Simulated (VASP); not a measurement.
# PtSe2 (P-3m1) in VASP: a series of runs, part 2 of 2

VASP 6.6.1. Earlier steps stand in the parts before.

**3. Relaxation of cell and atoms, LDA**

This run uses another cell than the first one, of 20.27 Å³/atom.

INCAR reads:

```
SYSTEM = PtSe2
ALGO = Normal ; EDIFF = 1E-6
EDIFFG = -0.002 ; ENCUT = 600
IBRION = 2 ; ISIF = 3
ISMEAR = -1 ; LASPH = .True.
LCHARG = .False. ; LREAL = .False.
LWAVE = .False. ; NELM = 80
NSW = 100 ; PREC = Accurate
SIGMA = 0.1
```

KPOINTS reads:

```
k-points
0
Gamma
  10 10 6
  0 0 0
```

POSCAR reads:

```
PtSe2
1.0
    3.7240000000      0.0000000000      0.0000000000
   -1.8620000000      3.2250786037      0.0000000000
    0.0000000000      0.0000000000      5.0620000000
Pt Se
1 2
Direct
    0.0000000000      0.0000000000      0.0000000000
    0.3333333333      0.6666666667      0.2500000000
    0.6666666667      0.3333333333      0.7500000000
```

Potentials or basis: VASP PAW LDA potentials, release 64 (Pt, Se).

Launch:

```sh
cat potpaw_LDA.64/Pt/POTCAR potpaw_LDA.64/Se/POTCAR > POTCAR
mpirun -np 1 vasp_std > vasp.out
```

OUTCAR:

```text
SYSTEM = PtSe2
   EDIFF = 1E-6
   EDIFFG = -0.002
   ENCUT = 600
   IBRION = 2
   ISIF = 3
   ISMEAR = -1
   LASPH = .True.
   LREAL = .False.
   NELM = 80
   NSW = 100
   PREC = Accurate

 ion  position               nearest neighbor table
   1  0.000  0.000  0.000-   2 2.49   3 2.49   3 2.49   2 2.49   3 2.49   2 2.49
   2  0.333  0.667  0.250-   1 2.49   1 2.49   1 2.49
   3  0.667  0.333  0.750-   1 2.49   1 2.49   1 2.49

  LATTYP: Found a hexagonal cell.
 ALAT       =     3.7240000000
 C/A-ratio  =     1.3592910849

  Lattice vectors:

 A1 = (   3.7240000000,   0.0000000000,   0.0000000000)
 A2 = (  -1.8620000000,   3.2250786037,   0.0000000000)
 A3 = (   0.0000000000,   0.0000000000,   5.0620000000)

Analysis of symmetry for initial positions (statically):
=====================================================================
 Subroutine PRICEL returns:
 Original cell was already a primitive cell.

 Routine SETGRP: Setting up the symmetry group for a
 hexagonal supercell.

 Subroutine GETGRP returns: Found 12 space group operations
 (whereof 12 operations were pure point group operations)
 out of a pool of 24 trial point group operations.

The static configuration has the point symmetry D_3d.

Analysis of symmetry for dynamics (positions and initial velocities):
=====================================================================
 Subroutine PRICEL returns:
 Original cell was already a primitive cell.

 Routine SETGRP: Setting up the symmetry group for a
 hexagonal supercell.

 Subroutine GETGRP returns: Found 12 space group operations
 (whereof 12 operations were pure point group operations)
 out of a pool of 24 trial point group operations.

The dynamic configuration has the point symmetry D_3d.

 Subroutine INISYM returns: Found 12 space group operations
 (whereof 12 operations are pure point group operations),
 and found     1 'primitive' translations

----------------------------------------------------------------------------------------

                                     Primitive cell

  volume of cell :      60.7956

  direct lattice vectors                    reciprocal lattice vectors
     3.724000000  0.000000000  0.000000000     0.268528464  0.155034981  0.000000000
    -1.862000000  3.225078604  0.000000000     0.000000000  0.310069962  0.000000000
     0.000000000  0.000000000  5.062000000     0.000000000  0.000000000  0.197550375

  length of vectors
     3.724000000  3.724000000  5.062000000     0.310069962  0.310069962  0.197550375

  position of ions in fractional coordinates (direct lattice)
     0.000000000  0.000000000  0.000000000
     0.333333333  0.666666667  0.250000000
     0.666666667  0.333333333  0.750000000

  ion indices of the primitive-cell ions
   primitive index   ion index
                 1           1
                 2           2
                 3           3

----------------------------------------------------------------------------------------

 KPOINTS: k-points

Automatic generation of k-mesh.
 Grid dimensions read from file:
 generate k-points for:   10   10    6

 Generating k-lattice:

  Cartesian coordinates                     Fractional coordinates (reciprocal lattice)
     0.026852846  0.015503498  0.000000000     0.100000000  0.000000000  0.000000000
[... 68 lines left out ...]
   TEBEG  =    0.0;   TEEND  =   0.0 temperature during run
   PSTRESS=    0.0 pullay stress
   NELECT =      22.0000    total number of electrons
   NUPDOWN=      -1.0000    fix difference up-down
   EMIN   =  10.00;   EMAX   =-10.00  energy-range for DOS
   EFERMI =   0.00;   METHOD = LEGACY
   ISMEAR =    -1;   SIGMA  =   0.10  broadening in eV -4-tet -1-fermi 0-gaus
   EFERMI_NEDOS =   21; number of points for ismear=-14 and -15
   IALGO  =     38    algorithm
   IMIX   =      4    mixing-type and parameters
     AMIX     =   0.40;   BMIX     =  1.00
     AMIX_MAG =   1.60;   BMIX_MAG =  1.00
  volume/ion in A,a.u.               =      20.27       136.76
  Fermi-wavevector in a.u.,A,eV,Ry     =   1.166608  2.204570 18.517184  1.360975
  Thomas-Fermi vector in A             =   2.303119
   LORBIT       =      0    0 simple, 1 ext, 2 COOP (PROOUT), +10 PAW based schemes
   GGA     = CA    functional components
   LHFCALC =     F    Hartree Fock is set to
   AEXX    =    0.0000 exact exchange contribution
   IVDW    =     0    specifies the selected vdW correction
   LEPSILON=     F    determine dielectric tensor
   LRPA    =     F    only Hartree local field effects (RPA)
 conjugate gradient relaxation of ions
 non-spin polarized calculation
  energy-cutoff  :      600.00
  volume of cell :       60.80
 maximum number of plane-waves:      2053
 NGX is ok and might be reduce to    30
   NGX = 15   NGY = 15   NGZ = 21

--------------------------------------- Ionic step        1  -------------------------------------------

 number of electron      22.0000004 magnetization

 Free energy of the ion-electron system (eV)
  ---------------------------------------------------
  ext. energy  EPLUGINS =         0.00000000
  ---------------------------------------------------
  free energy    TOTEN  =       -17.07112317 eV

  energy without entropy =      -17.04827972  energy(sigma->0) =      -17.05970145

------------------------ aborting loop because EDIFF is reached ----------------------------------------

  FORCE on cell =-STRESS in cart. coord.  units (eV):
  Direction    XX          YY          ZZ          XY          YZ          ZX
  --------------------------------------------------------------------------------------
  -------------------------------------------------------------------------------------
  Total        0.1634741      0.1634741     -0.3706236     -0.0000000      0.0000000      0.0000000
  in kB        4.3081171      4.3081171     -9.7672316     -0.0000000      0.0000000      0.0000000
  external PRESSURE =      -0.3836658 kB  Pullay stress =       0.0000000 kB
[... 92 lines left out ...]
  FREE ENERGIE OF THE ION-ELECTRON SYSTEM (eV)
  ---------------------------------------------------
  free  energy   TOTEN  =       -17.0825401397 eV

  energy  without entropy=      -17.0575759344  energy(sigma->0) =      -17.07005804

[... ionic steps 4 to 12 ...]

--------------------------------------- Ionic step       13  -------------------------------------------

 number of electron      22.0000004 magnetization

------------------------ aborting loop because EDIFF is reached ----------------------------------------
[... 69 lines left out ...]
--------------------------------------- Ionic step       15  -------------------------------------------

 number of electron      22.0000004 magnetization

 Free energy of the ion-electron system (eV)
  ---------------------------------------------------
  ext. energy  EPLUGINS =         0.00000000
  ---------------------------------------------------
  free energy    TOTEN  =       -17.10560316 eV

  energy without entropy =      -17.07962943  energy(sigma->0) =      -17.09261629

 E-fermi :   7.0175     XC(G=0): -11.1994

 val. band max:        6.9167139519   @ k =   0.0000   0.2000   0.3333
 cond. band min:       7.0381803548   @ k =  -0.1000   0.4000   0.1667
 fundamental gap:      0.1214664029
 Fermi energy:         7.0175238025

 k-point     1 :       0.0000    0.0000    0.0000
  band No.  band energies     occupation
      1      -8.8469      2.00000
      2      -5.5511      2.00000
      3      -0.2594      2.00000
      4       0.6031      2.00000
      5       0.6031      2.00000
      6       3.1561      2.00000
      7       3.1561      2.00000
      8       4.5802      2.00000
      9       6.0307      1.99990
     10       6.0307      1.99990
     11       7.9071      0.00027
     12       8.1534      0.00002
     13       8.1534      0.00002
     14      10.2165      0.00000
[... 401 lines left out ...]
      2      -6.6295      2.00000
      3      -0.3589      2.00000
      4       1.2606      2.00000
      5       1.3733      2.00000
      6       2.9065      2.00000
      7       3.3951      2.00000
      8       3.4516      2.00000
      9       3.6762      2.00000
     10       3.7854      2.00000
     11       4.5198      2.00000
     12       8.0788      0.00005
     13       9.1215      0.00000
     14      11.6111      0.00000
     15      12.3917      0.00000

 [... further k-points ...]

------------------------ aborting loop because EDIFF is reached ----------------------------------------

  FORCE on cell =-STRESS in cart. coord.  units (eV):
  Direction    XX          YY          ZZ          XY          YZ          ZX
  --------------------------------------------------------------------------------------
  -------------------------------------------------------------------------------------
  Total       -0.0017617     -0.0017617     -0.0058654      0.0000000      0.0000000      0.0000000
  in kB       -0.0487960     -0.0487960     -0.1624646      0.0000000      0.0000000      0.0000000
  external PRESSURE =      -0.0866856 kB  Pullay stress =       0.0000000 kB
[... 18 lines left out ...]
  FREE ENERGIE OF THE ION-ELECTRON SYSTEM (eV)
  ---------------------------------------------------
  free  energy   TOTEN  =       -17.1056031601 eV

  energy  without entropy=      -17.0796294273  energy(sigma->0) =      -17.09261629

 reached required accuracy - stopping structural energy minimisation
```

OSZICAR:

```text
N       E                     dE             d eps       ncg     rms          rms(c)
DAV:   1     0.124343669083E+03    0.12434E+03   -0.11156E+04  2184   0.145E+03
DAV:   2    -0.119944611165E+02   -0.13634E+03   -0.13332E+03  2727   0.253E+02
DAV:   3    -0.178645480956E+02   -0.58701E+01   -0.58264E+01  2692   0.545E+01
DAV:   4    -0.179178519258E+02   -0.53304E-01   -0.53281E-01  2580   0.554E+00
[... 111 lines left out ...]
DAV:   1    -0.171057150068E+02   -0.11645E-03   -0.46849E-03  2167   0.518E-01    0.622E-02
DAV:   2    -0.171056282038E+02    0.86803E-04   -0.52072E-04  2237   0.237E-01    0.350E-02
DAV:   3    -0.171056082274E+02    0.19976E-04   -0.45686E-05  2482   0.740E-02    0.131E-02
DAV:   4    -0.171056032662E+02    0.49612E-05   -0.27782E-05  2293   0.325E-02    0.497E-03
DAV:   5    -0.171056031601E+02    0.10611E-06   -0.12948E-06  1450   0.900E-03
  15 F= -.17105603E+02 E0= -.17092616E+02  d E =-.239866E-04
```

Wall time 10 min (1 thread of Intel Xeon 8259CL, shared host); peak memory 0.24 GiB.

What came out:

- Free energy: -17.1056 eV
- Relaxed volume: 19.28 Å³/atom
- Relaxed cell: a = 3.747 Å, b = 3.747 Å, c = 4.758 Å, α = 90.00°, β = 90.00°, γ = 120.00°
- Space group after relaxing (to 0.1 Å): P-3m1 (No. 164)
- Energy gained by relaxing: 11.5 meV/atom
- Ionic steps: 15
- Pressure after relaxing: 0.0 GPa
- Band gap on the k mesh: zero (bands 11 and 12 overlap by 0.87 eV)

The path:
| step | energy change (eV) | largest force (eV/Å) | pressure (GPa) | volume (Å³) |
| --- | --- | --- | --- | --- |
| 1 | 0.0000 | 0.2176 | -0.04 | 60.80 |
| 2 | -0.0063 | 0.1194 | -0.89 | 60.75 |
| 3 | -0.0114 | 0.0647 | -2.44 | 60.66 |
| 4 | -0.0131 | 0.0645 | -2.37 | 60.54 |
| 5 | -0.0177 | 0.0634 | -2.22 | 60.20 |
| 6 | -0.0255 | 0.0646 | -1.80 | 59.50 |
| 7 | -0.0335 | 0.0847 | -0.86 | 58.12 |
| 8 | -0.0336 | 0.0904 | -0.71 | 57.94 |
| 9 | -0.0336 | 0.0882 | -0.75 | 57.99 |
| 10 | -0.0343 | 0.0436 | -0.37 | 57.95 |
| 11 | -0.0345 | 0.0049 | -0.05 | 57.91 |
| 12 | -0.0345 | 0.0042 | -0.05 | 57.90 |
| 13 | -0.0345 | 0.0030 | -0.01 | 57.87 |
| 14 | -0.0345 | 0.0001 | 0.04 | 57.81 |
| 15 | -0.0345 | 0.0013 | -0.01 | 57.84 |

Final structure:
```xyz
3
Lattice="3.7467 0.0000 0.0000 -1.8733 3.2447 0.0000 0.0000 0.0000 4.7580" Properties=species:S:1:pos:R:3 pbc="T T T"
Pt    0.0000    0.0000    0.0000
Se    0.0000    2.1631    1.2611
Se    1.8733    1.0816    3.4969
```

Caveat: spin-orbit coupling is left out, which moves the levels of the heavy elements.
